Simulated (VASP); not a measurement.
Wanted: the native input for a VASP 6.6.1 run.

```
Task                   : single point
Functional             : PBE
Potentials or basis    : VASP PAW PBE potentials, release 64 (Sr_sv, Mo_sv)
Cutoff                 : 520 eV
k mesh                 : 6 × 6 × 6
Occupations            : gaussian, width 0.1 eV
Spin                   : no spin polarisation
Dipole correction      : no
Further INCAR settings : ALGO = Normal; EDIFF = 1e-06; NBANDS = 26
```

The structure of SrMo2 lies in POSCAR:

```
SrMo2
1.0
    1.6717422181      0.9651808197      7.2856561283
   -1.6717422181      0.9651808197      7.2856561283
    0.0000000000     -1.9303616393      7.2856561283
Sr Mo
1 2
Direct
    0.0001859223      0.0001859223      0.0001859223
    0.7978477129      0.7978477129      0.7978477129
    0.5352663647      0.5352663647      0.5352663647
```

These files were run (other wordings do the same):

INCAR

```
SYSTEM = SrMo2
PREC = Accurate ; ENCUT = 520
EDIFF = 1E-6 ; ISMEAR = 0
SIGMA = 0.1 ; LREAL = .FALSE.
LASPH = .TRUE. ; NELM = 100
ALGO = Normal ; ISIF = 2
LWAVE = .FALSE. ; LCHARG = .FALSE.
GGA = PE ; NBANDS = 26
```

KPOINTS

```
regular mesh
0
G
  6 6 6
  0 0 0
```

Potentials or basis: VASP PAW PBE potentials, release 64 (Sr_sv, Mo_sv).

The run is started by

```bash
$ cat potpaw_PBE.64/Sr_sv/POTCAR potpaw_PBE.64/Mo_sv/POTCAR > POTCAR
$ mpirun -np 1 vasp_std > vasp.out
```

It gave:

```yaml
Pressure: 0.4 GPa
Largest_force: 0.070 eV/Å
Band_gap_on_the_k_mesh: zero (bands 19 and 20 overlap by 0.86 eV)
```

Caveat: the k points lie up to 0.36 Å⁻¹ apart, too coarse for converged energies and pressures of a metal.

Run time: 3.2 min on 1 thread of AMD EPYC 7R13 Processor (Zen 3), on a shared host, peak memory 0.39 GiB.
